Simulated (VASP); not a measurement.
Here is a VASP 6.6.1 calculation.

INCAR

```
  PREC = Accurate
  ENCUT = 520
  EDIFF = 1E-7
  ISMEAR = 0
  SIGMA = 0.05
  LREAL = F
  LASPH = T
  NELM = 100
  ALGO = Normal
  ISIF = 2
  LWAVE = F
  LCHARG = F
  GGA = PE
  NBANDS = 11
```

File KPOINTS:

```
regular mesh
0
Gamma
  12 12 12
```

POSCAR

```
C
1.0
    0.0000000000      1.7829508654      1.9635637880
    1.7829508654      0.0000000000      1.9635637880
    1.7829508654      1.7829508654      0.0000000000
C
2
Direct
    0.5000000000      0.5000000000      0.5000000000
    0.7500000000      0.7500000000      0.7500000000
```

Potentials or basis: VASP PAW PBE potentials, release 64 (C).

Command:

```sh
$ cat potpaw_PBE.64/C/POTCAR > POTCAR
$ mpirun -np 1 vasp_std > vasp.out
```

Task: Predict the band gap on the k mesh.

Result: 2.81 eV, indirect (least direct gap 4.52 eV).

Task: Estimate the pressure.

Result: -32.6 GPa.

Stress tensor (GPa, compression positive):
```
 -3.25   0.00   0.00
  0.00  -3.25   0.00
  0.00   0.00 -91.35
```

 A k mesh can miss the band edges.
